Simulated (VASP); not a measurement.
A run of VASP 6.6.1:

File INCAR:

```
SYSTEM = YbRh
PREC = Accurate
ENCUT = 520
EDIFF = 1E-7
ISMEAR = -1
SIGMA = 0.1
LREAL = .False.
LASPH = .True.
NELM = 60
ALGO = Normal
ISIF = 2
LWAVE = .False.
LCHARG = .False.
GGA = CA
NBANDS = 26
```

File KPOINTS:

```
Automatic mesh
0
Gamma
  8 8 8
  0 0 0
```

Contents of POSCAR:

```
YbRh
1.0
    3.2882433236      0.0000000000      0.0000000000
    0.0000000000      3.2882433236      0.0000000000
    0.0000000000      0.0000000000      3.2882433236
Yb Rh
1 1
Direct
    0.5000000000      0.5000000000      0.5000000000
    0.0000000000      0.0000000000      0.0000000000
```

Potentials or basis: VASP PAW PBE potentials, release 64 (Yb, Rh_pv).

The run is started by

```console
$ cat potpaw_PBE.64/Yb/POTCAR potpaw_PBE.64/Rh_pv/POTCAR > POTCAR
$ mpirun -np 1 vasp_std > vasp.out
```

Hardware: 1 thread of Intel Xeon 8259CL (shared host).

Question: How long does it take, and how much memory?

Answer: It took 73 s on 1 thread of Intel Xeon 8259CL, with other jobs on the host, peak memory 0.16 GiB. Counts: scf iterations 27, k points 35.
